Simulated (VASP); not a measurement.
# KBr (Pm-3m) in VASP: further runs, part 3 of 3

VASP 6.6.1. The steps go on from the part before.

## (4) Single point, HSE06

Contents of POSCAR:

```
KBr
1.0
    3.9763217797      0.0000000000      0.0000000000
    0.0000000000      3.9763217797      0.0000000000
    0.0000000000      0.0000000000      3.9763217797
K Br
1 1
Direct
    0.0000000000      0.0000000000      0.0000000000
    0.5000000000      0.5000000000      0.5000000000
```

Contents of INCAR.step1:

```
SYSTEM = KBr
PREC     = Accurate       ! precision mode
ENCUT    = 520            ! plane-wave cutoff, eV
EDIFF    = 1E-5           ! SCF threshold, eV
ISMEAR   = 0              ! smearing method
SIGMA    = 0.01           ! smearing width, eV
LREAL    = .FALSE.        ! projectors in reciprocal space
LASPH    = .TRUE.         ! aspherical terms in the spheres
NELM     = 80             ! most SCF steps
ALGO     = Normal         ! electronic algorithm
ISIF     = 2              ! what is computed and relaxed
LWAVE    = .TRUE.         ! write WAVECAR
NBANDS   = 15             ! bands
GGA      = PE             ! functional
```

Contents of INCAR.step2:

```
SYSTEM = KBr
PREC     = Accurate       ! precision mode
ENCUT    = 520            ! plane-wave cutoff, eV
EDIFF    = 1E-7           ! SCF threshold, eV
ISMEAR   = 0              ! smearing method
SIGMA    = 0.01           ! smearing width, eV
LREAL    = .FALSE.        ! projectors in reciprocal space
LASPH    = .TRUE.         ! aspherical terms in the spheres
NELM     = 80             ! most SCF steps
ALGO     = Normal         ! electronic algorithm
ISIF     = 2              ! what is computed and relaxed
LWAVE    = .FALSE.        ! write WAVECAR
LCHARG   = .TRUE.         ! write CHGCAR
GGA      = PE             ! functional
LHFCALC  = .TRUE.         ! exact exchange
HFSCREEN = 0.2079         ! screening, 1/A
PRECFOCK = Normal       
LELF     = .TRUE.         ! ELF
LVHAR    = .TRUE.       
NBANDS   = 15             ! bands
ISTART   = 1
```

Contents of KPOINTS:

```
Automatic mesh
0
G
  4 4 4
  0 0 0
```

Potentials or basis: VASP PAW PBE potentials, release 64 (K_sv, Br).

Started as:

```bash
cat potpaw_PBE.64/K_sv/POTCAR potpaw_PBE.64/Br/POTCAR > POTCAR
cp INCAR.step1 INCAR
mpirun -np 1 vasp_std > vasp.out
cp INCAR.step2 INCAR
mpirun -np 1 vasp_std > vasp.out
```

OUTCAR:

```text
SYSTEM = KBr
   PREC = Accurate
   ENCUT = 520
   EDIFF = 1E-7
   ISMEAR = 0
   LREAL = .FALSE.
   LASPH = .TRUE.
   NELM = 80
   ISIF = 2
   GGA = PE
   LHFCALC = .TRUE.
   HFSCREEN = 0.2079
   PRECFOCK = Normal
   ISTART = 1

 ion  position               nearest neighbor table
   1  0.000  0.000  0.000-
   2  0.500  0.500  0.500-

  LATTYP: Found a simple cubic cell.
 ALAT       =     3.9763217797

  Lattice vectors:

 A1 = (   3.9763217797,   0.0000000000,   0.0000000000)
 A2 = (   0.0000000000,   3.9763217797,   0.0000000000)
 A3 = (   0.0000000000,   0.0000000000,   3.9763217797)

Analysis of symmetry for initial positions (statically):
=====================================================================
 Subroutine PRICEL returns:
 Original cell was already a primitive cell.

 Routine SETGRP: Setting up the symmetry group for a
 simple cubic supercell.

 Subroutine GETGRP returns: Found 48 space group operations
 (whereof 48 operations were pure point group operations)
 out of a pool of 48 trial point group operations.

The static configuration has the point symmetry O_h .

Analysis of symmetry for dynamics (positions and initial velocities):
=====================================================================
 Subroutine PRICEL returns:
 Original cell was already a primitive cell.

 Routine SETGRP: Setting up the symmetry group for a
 simple cubic supercell.

 Subroutine GETGRP returns: Found 48 space group operations
 (whereof 48 operations were pure point group operations)
 out of a pool of 48 trial point group operations.

The dynamic configuration has the point symmetry O_h .

 Subroutine INISYM returns: Found 48 space group operations
 (whereof 48 operations are pure point group operations),
 and found     1 'primitive' translations

----------------------------------------------------------------------------------------

                                     Primitive cell

  volume of cell :      62.8702

  direct lattice vectors                    reciprocal lattice vectors
     3.976321780  0.000000000  0.000000000     0.251488701  0.000000000  0.000000000
     0.000000000  3.976321780  0.000000000     0.000000000  0.251488701  0.000000000
     0.000000000  0.000000000  3.976321780     0.000000000  0.000000000  0.251488701

  length of vectors
     3.976321780  3.976321780  3.976321780     0.251488701  0.251488701  0.251488701

  position of ions in fractional coordinates (direct lattice)
     0.000000000  0.000000000  0.000000000
     0.500000000  0.500000000  0.500000000

  ion indices of the primitive-cell ions
   primitive index   ion index
                 1           1
                 2           2

----------------------------------------------------------------------------------------

 KPOINTS: Automatic mesh

Automatic generation of k-mesh.
 Grid dimensions read from file:
 generate k-points for:    4    4    4

 Generating k-lattice:

  Cartesian coordinates                     Fractional coordinates (reciprocal lattice)
[... 33 lines left out ...]
   NGX,Y,Z   is equivalent  to a cutoff of  12.54, 12.54, 12.54 a.u.
   NGXF,Y,Z  is equivalent  to a cutoff of  25.09, 25.09, 25.09 a.u.
 SYSTEM =  KBr
   PREC   = accura    normal or accurate (medium, high low for compatibility)
   ISTART =      1    job   : 0-new  1-cont  2-samecut
   ICHARG =      0    charge: 1-file 2-atom 10-const
   ISPIN  =      1    spin polarized calculation?
   LNONCOLLINEAR =      F non collinear calculations
   LSORBIT =      F    spin-orbit coupling
   LASPH  =      T    aspherical Exc in radial PAW
   ENCUT  =  520.0 eV  38.22 Ry    6.18 a.u.   7.39  7.39  7.39*2*pi/ulx,y,z
   NELM   =     80;   NELMIN=  2; NELMDL=  0     # of ELM steps
   EDIFF  = 0.1E-06   stopping-criterion for ELM
   LREAL  =      F    real-space projection
   EDIFFG = 0.1E-05   stopping-criterion for IOM
   NSW    =      0    number of steps for IOM
   IBRION =     -1    ionic relax: 0-MD 1-quasi-New 2-CG
   NFREE  =      0    steps in history (QN), initial steepest desc. (CG)
   ISIF   =      2    stress and relaxation
   ISYM   =      3    0-nonsym 1-usesym 2-fastsym
   POTIM  = 0.5000    time-step for ionic-motion
   TEBEG  =    0.0;   TEEND  =   0.0 temperature during run
   PSTRESS=    0.0 pullay stress
   NELECT =      16.0000    total number of electrons
   NUPDOWN=      -1.0000    fix difference up-down
   EMIN   =  10.00;   EMAX   =-10.00  energy-range for DOS
   EFERMI =   0.00;   METHOD = LEGACY
   ISMEAR =     0;   SIGMA  =   0.01  broadening in eV -4-tet -1-fermi 0-gaus
   EFERMI_NEDOS =   21; number of points for ismear=-14 and -15
   IALGO  =     38    algorithm
   IMIX   =      1    mixing-type and parameters
     AMIX     =   0.40;   BMIX     =  1.00
     AMIX_MAG =   1.60;   BMIX_MAG =  1.00
  volume/ion in A,a.u.               =      31.44       212.13
  Fermi-wavevector in a.u.,A,eV,Ry     =   1.037449  1.960494 14.643948  1.076300
  Thomas-Fermi vector in A             =   2.171887
   LORBIT       =      0    0 simple, 1 ext, 2 COOP (PROOUT), +10 PAW based schemes
   GGA     = PE    functional components
   LHFCALC =     T    Hartree Fock is set to
   PRECFOCK=normal    Normal, Fast or Accurate (Low or Medium for compatibility)
   ENCUT4O =  -1.0   cutoff for four orbital integrals eV
   NKREDX  =     1    reduce k-point grid by
   NKREDY  =     1    reduce k-point grid by
   NKREDZ  =     1    reduce k-point grid by
   AEXX    =    0.2500 exact exchange contribution
   HFSCREEN=    0.2079 screening length (either q_TF or 0.3 A-1)
   HFSCREENC=   0.2079 screening length for correlation (either q_TF or 0.3 A-1)
   ENCUTFOCK=  -1.0 apply spherical cutoff to Coloumb kernel
   IVDW    =     0    specifies the selected vdW correction
   LEPSILON=     F    determine dielectric tensor
   LRPA    =     F    only Hartree local field effects (RPA)
 non-spin polarized calculation
 Gauss-broadening in eV      SIGMA  =   0.01
  energy-cutoff  :      520.00
  volume of cell :       62.87
 maximum number of plane-waves:      1743
 NGX is ok and might be reduce to    30
  NGX = 24; NGY = 24; NGZ = 24

 number of electron      15.9999996 magnetization

 Free energy of the ion-electron system (eV)
  ---------------------------------------------------
  ext. energy  EPLUGINS =         0.00000000
  ---------------------------------------------------
  free energy    TOTEN  =        -7.02306347 eV

  energy without entropy =       -7.02306347  energy(sigma->0) =       -7.02306347

 E-fermi :  -1.2494     XC(G=0):  -6.7108

 val. band max:       -1.3343894346   @ k =   0.5000   0.5000   0.0000
 cond. band min:       3.8549454641   @ k =   0.0000   0.0000   0.0000
 fundamental gap:      5.1893348987
 Fermi energy:        -1.2494048338

 k-point     1 :       0.0000    0.0000    0.0000
  band No.  band energies     occupation
      1     -32.1838      2.00000
      2     -15.2987      2.00000
      3     -14.2494      2.00000
      4     -14.2494      2.00000
      5     -14.2494      2.00000
      6      -1.6337      2.00000
      7      -1.6337      2.00000
      8      -1.6337      2.00000
      9       3.8549      0.00000
     10       5.7085      0.00000
     11       5.7085      0.00000
     12      10.1006      0.00000
     13      10.1006      0.00000
     14      10.1006      0.00000
[... 149 lines left out ...]
      2     -14.8255      2.00000
      3     -14.3752      2.00000
      4     -14.3752      2.00000
      5     -14.3752      2.00000
      6      -2.9855      2.00000
      7      -2.9855      2.00000
      8      -2.9855      2.00000
      9       7.3707      0.00000
     10       7.3707      0.00000
     11       7.3707      0.00000
     12       9.9090      0.00000
     13       9.9090      0.00000
     14       9.9090      0.00000
     15      11.8943      0.00000

------------------------ aborting loop because EDIFF is reached ----------------------------------------

  FORCE on cell =-STRESS in cart. coord.  units (eV):
  Direction    XX          YY          ZZ          XY          YZ          ZX
  --------------------------------------------------------------------------------------
  -------------------------------------------------------------------------------------
  Total        0.2023604      0.2023604      0.2023604      0.0000000     -0.0000000      0.0000000
  in kB        5.1569330      5.1569330      5.1569330      0.0000000     -0.0000000      0.0000000
  external PRESSURE =       5.1569330 kB  Pullay stress =       0.0000000 kB

 VOLUME and BASIS-vectors are now :
 -----------------------------------------------------------------------------
  energy-cutoff  :      520.00
  volume of cell :       62.87
      direct lattice vectors                 reciprocal lattice vectors
     3.976321780  0.000000000  0.000000000     0.251488701  0.000000000  0.000000000
     0.000000000  3.976321780  0.000000000     0.000000000  0.251488701  0.000000000
     0.000000000  0.000000000  3.976321780     0.000000000  0.000000000  0.251488701

 POSITION                                       TOTAL-FORCE (eV/Angst)
 -----------------------------------------------------------------------------------
      0.00000      0.00000      0.00000         0.000000      0.000000      0.000000
      1.98816      1.98816      1.98816         0.000000      0.000000      0.000000
 -----------------------------------------------------------------------------------
    total drift:                               -0.000000     -0.000000     -0.000000

  FREE ENERGIE OF THE ION-ELECTRON SYSTEM (eV)
  ---------------------------------------------------
  free  energy   TOTEN  =        -7.0230634652 eV

  energy  without entropy=       -7.0230634652  energy(sigma->0) =       -7.02306347
```

Run time: 9.9 min. Hardware: 1 thread of Intel Xeon Platinum 8375C at 2.90GHz (Ice Lake), shared host; peak memory 0.28 GiB.

What came out:

```
Free energy            : -7.0231 eV
Pressure               : 0.5 GPa
Band gap on the k mesh : 5.19 eV (least direct gap 5.49 eV)
```

Levels at points of the mesh, in eV from the valence-band top:
| k point | band 4 | band 5 | band 6 | band 7 | band 8 | band 9 | band 10 | band 11 | band 12 | band 13 |
| --- | --- | --- | --- | --- | --- | --- | --- | --- | --- | --- |
| (0.00, 0.00, 0.00) | -12.91 | -12.91 | -0.30 | -0.30 | -0.30 | 5.19 | 7.04 | 7.04 | 11.44 | 11.44 |
| (0.50, 0.00, 0.00) | -12.89 | -12.70 | -2.22 | -0.27 | -0.27 | 7.89 | 8.61 | 9.30 | 10.14 | 11.50 |
| (0.50, 0.50, 0.00) | -13.09 | -12.87 | -1.60 | -1.60 | 0.00 | 6.42 | 7.87 | 9.54 | 9.54 | 12.00 |
| (0.50, 0.50, 0.50) | -13.04 | -13.04 | -1.65 | -1.65 | -1.65 | 8.71 | 8.71 | 8.71 | 11.24 | 11.24 |

Caveat: the structure was generated, so it needn't be the stable form of KBr; the PAW data sets were made with another functional, which shifts forces and pressure a little. A k mesh can miss the band edges.

## (5) The runs side by side

| level | share of exact exchange | screening parameter | gap on the mesh (eV) | pressure (GPa) |
| --- | --- | --- | --- | --- |
| PBE-based screened hybrid with 35 % exact exchange | 0.35 | 0.2078 1/Å | 5.67 | 0.4 |
| PBE-based screened hybrid with 20 % exact exchange | 0.2 | 0.2078 1/Å | 4.95 | 0.6 |
| HSE06 | 0.25 | 0.2079 1/Å | 5.19 | 0.5 |

Alike in all rows: task single point; potentials or basis VASP PAW PBE potentials, release 64 (K_sv, Br); no spin polarisation; cell as given; k mesh 4 × 4 × 4; cutoff (eV) 520; smearing gaussian 0.01 eV.

On the cell as given the gap runs from 4.95 eV (PBE-based screened hybrid with 20 % exact exchange) to 5.67 eV (PBE-based screened hybrid with 35 % exact exchange).

Caveats: the structure was generated, so it needn't be the stable form of KBr; the PAW data sets were made with another functional, which shifts forces and pressure a little.

Absolute energies hang on the potentials; compare differences alone.
